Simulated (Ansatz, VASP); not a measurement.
This is a calculation of TePb for Ansatz 0.2.0.

The input input.yaml:

```yaml
crystal:
  lattice:
    - [0.0, 3.2523979746, 3.2523979746]
    - [3.2523979746, 0.0, 3.2523979746]
    - [3.2523979746, 3.2523979746, 0.0]
  atoms:
    - { symbol: Pb, position: [0.0, 0.0, 0.0] }
    - { symbol: Te, position: [0.5, 0.5, 0.5] }
hamiltonian:
  xc: rpbe
  pseudopotentials: { kind: paw }
  dispersion: d3bj
kpoints:
  mp_grid: { grid: [7, 7, 7] }
scf:
  occupations: { method: fermi_dirac, width: 0.05 }
output:
  forces: true
  stress: true
  eigenvalues: true
```

Potentials or basis: Ansatz PAW.

Launch:

```bash
$ ansatz run input.yaml --threads 2 --pin off --max-ram 5120MiB --backend cpu --events-out ev --progress --plain --runs-dir out
```

Translate it to VASP 6.6.1. Potentials there: VASP PAW PBE potentials, release 64 (Pb_d, Te).

As run (the cutoff follows the program's own potentials):

File INCAR:

```
SYSTEM = TePb
  PREC = Accurate
  ENCUT = 520
  EDIFF = 1E-6
  ISMEAR = -1
  SIGMA = 0.05
  LREAL = .FALSE.
  LASPH = .TRUE.
  NELM = 80
  ALGO = Normal
  ISIF = 2
  LWAVE = .FALSE.
  LCHARG = .FALSE.
  GGA = RP
  IVDW = 12
  NBANDS = 17
```

KPOINTS

```
regular mesh
0
G
  7 7 7
  0 0 0
```

Contents of POSCAR:

```
TePb
1.0
    0.0000000000      3.2523979746      3.2523979746
    3.2523979746      0.0000000000      3.2523979746
    3.2523979746      3.2523979746      0.0000000000
Pb Te
1 1
Direct
    0.0000000000      0.0000000000      0.0000000000
    0.5000000000      0.5000000000      0.5000000000
```

Potentials or basis: VASP PAW PBE potentials, release 64 (Pb_d, Te).

Command:

```bash
$ cat potpaw_PBE.64/Pb_d/POTCAR potpaw_PBE.64/Te/POTCAR > POTCAR
$ mpirun -np 1 vasp_std > vasp.out
```

Both were run:

|  | VASP | Ansatz | Ansatz less VASP |
| --- | --- | --- | --- |
| pressure (GPa) | -10.8 | -10.7 | +0.08 |

VASP's potentials were made for PBE, not for RPBE. VASP's potentials hold 20 valence electrons a cell and Ansatz's 30, so a difference there can come from the potentials and not from the codes.

Spin-orbit coupling is off throughout.
